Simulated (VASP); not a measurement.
Input of a VASP 6.6.1 run:

Contents of INCAR:

```
ALGO = Normal
EDIFF = 1E-8
ENCUT = 400
GGA = PE
GGA_COMPAT = False
ISIF = 2
ISMEAR = -1
LASPH = True
LCHARG = False
LEFG = True
LREAL = False
LWAVE = False
NBANDS = 16
NELM = 120
PREC = Accurate
SIGMA = 0.02
```

The input KPOINTS:

```
k-points
0
Gamma
  7 7 7
```

Contents of POSCAR:

```
AgBr
1.0
    0.0000000000      2.8921694793      2.8921694793
    2.8921694793      0.0000000000      2.8921694793
    2.8921694793      2.8921694793      0.0000000000
Ag Br
1 1
Direct
    0.0000000000      0.0000000000      0.0000000000
    0.5000000000      0.5000000000      0.5000000000
```

Potentials or basis: VASP PAW PBE potentials, release 64 (Ag, Br).

Command:

```console
$ cat potpaw_PBE.64/Ag/POTCAR potpaw_PBE.64/Br/POTCAR > POTCAR
$ mpirun -np 1 vasp_std > vasp.out
```

Question: Predict the pressure.

Answer: 1.0 GPa.

Question: Predict the band gap on the k mesh.

Answer: 0.75 eV, indirect (least direct gap 2.53 eV).

Caveat: without QUAD_EFG the Cq values of the log hold for a quadrupole moment of 1 mb, not for the nuclei. A k mesh can miss the band edges.
